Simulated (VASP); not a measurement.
Write the native input for VASP 6.6.1 that does the following.

| Item | Value |
| --- | --- |
| Task | single point |
| Functional | PBE |
| Potentials or basis | VASP PAW PBE potentials, release 64 (As) |
| Cutoff | 520 eV |
| k mesh | 16 × 16 × 16 |
| Occupations | fermi-dirac, width 0.05 eV |
| Spin | no spin polarisation |
| Dipole correction | no |
| Further INCAR settings | ALGO = Normal; EDIFF = 1e-06; NBANDS = 8 |

The structure of As lies in POSCAR:

```
As
1.0
   -1.3797219628      1.3797219628      1.3797219628
    1.3797219628     -1.3797219628      1.3797219628
    1.3797219628      1.3797219628     -1.3797219628
As
1
Direct
    0.0000000000      0.0000000000      0.0000000000
```

This cell differs from its parent crystal: volume scaled by 0.55.

The input as run:

INCAR

```
ALGO = Normal ; EDIFF = 1E-6
ENCUT = 520 ; GGA = PE
ISIF = 2 ; ISMEAR = -1
LASPH = True ; LCHARG = True
LELF = True ; LREAL = False
LVHAR = True ; LWAVE = False
NBANDS = 8 ; NELM = 100
PREC = Accurate ; SIGMA = 0.05
```

KPOINTS

```
k-points
0
Gamma
  16 16 16
```

Potentials or basis: VASP PAW PBE potentials, release 64 (As).

Run with:

```console
$ cat potpaw_PBE.64/As/POTCAR > POTCAR
$ mpirun -np 1 vasp_std > vasp.out
```

It gave:

```
Pressure : 178.9 GPa
```

It took 7.3 s on 1 thread of Intel(R) Xeon(R) Platinum 8375C CPU @ 2.90GHz (Ice Lake), on a shared host, peak memory 0.12 GiB.
